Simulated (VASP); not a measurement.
Runs of VASP 6.6.1 on Rh. The structure is that of space group Pm-3m (No. 221), or close to it. The cells are those of the table. 

| spin | cell | k mesh | smearing | gap on the mesh (eV) | pressure (GPa) | moment (μB) |
| --- | --- | --- | --- | --- | --- | --- |
| off | a = 2.603 Å, 1 atom | 14 × 14 × 14 | fermi-dirac 0.1 eV | none | -11.5 | - |
| collinear, ferromagnetic start | a = 2.536 Å, 1 atom | 13 × 13 × 13 | fermi-dirac 0.05 eV | none | 0.0 | 0.00 |
| collinear, ferromagnetic start | a = 2.536 Å, 1 atom | 14 × 14 × 14 | fermi-dirac 0.05 eV | none | -0.1 | 0.00 |
| off | a = 2.537 Å, 1 atom | 20 × 20 × 20 | fermi-dirac 0.1 eV | none | 0.0 | - |
| off | a = 2.537 Å, 1 atom | 14 × 14 × 14 | fermi-dirac 0.1 eV | none | -0.1 | - |
| collinear, ferromagnetic start | a = 2.602 Å, 1 atom | 14 × 14 × 14 | fermi-dirac 0.05 eV | none | -11.7 | 0.00 |
| off | a = 2.468 Å, 1 atom | 14 × 14 × 14 | fermi-dirac 0.1 eV | none | (a) | - |
| off | a = 2.537 Å, 1 atom | 6 × 6 × 6 | fermi-dirac 0.1 eV | none | 1.5 | - |

Alike in all rows: task single point; level PBE; potentials or basis VASP PAW PBE potentials, release 64 (Rh_pv); cutoff (eV) 520.

Fill in the values left out.

(a) 18.7.

Caveats: some runs use coarse meshes.

A k mesh can miss the band edges, and the runs leave out spin-orbit coupling on Rh.

A gap of «none» marks levels without a gap at the run's occupations.
